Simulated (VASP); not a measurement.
TiB2, 3 atoms in the cell. Symmetry: P6/mmm, No. 191, hexagonal system. The conventional cell has a = 3.089 Å, b = 3.089 Å, c = 3.292 Å, α = 90.00°, β = 90.00°, γ = 120.00°. Within 3.2 Å of Ti (site symmetry 6/mmm) lie 12 B at 2.43 Å and 6 Ti at 3.09 Å. B (site symmetry -6m2) has 3 B at 1.78 Å within 2.4 Å. 

* Program: VASP 6.6.1
* Task: single point
* Functional: LDA
* Potentials or basis: VASP PAW LDA potentials, release 64 (Ti_sv, B)
* Cutoff: 520 eV
* k mesh: 11 × 11 × 9
* Occupations: fermi-dirac, width 0.1 eV
* Spin: no spin polarisation
* Dipole correction: no
* Further INCAR settings: ALGO = Normal; EDIFF = 1e-07; NBANDS = 16

Potentials or basis: VASP PAW LDA potentials, release 64 (Ti_sv, B).

Command:

```sh
$ cat potpaw_LDA.64/Ti_sv/POTCAR potpaw_LDA.64/B/POTCAR > POTCAR
$ mpirun -np 1 vasp_std > vasp.out
```

Hardware: 1 thread of AMD EPYC 7R13, with other jobs on the host.

Q: Estimate the wall time of this run.

A: Wall time 63 s on 1 thread of AMD EPYC 7R13 (shared host), peak memory 0.12 GiB. Counts: scf iterations 14, k points 80.
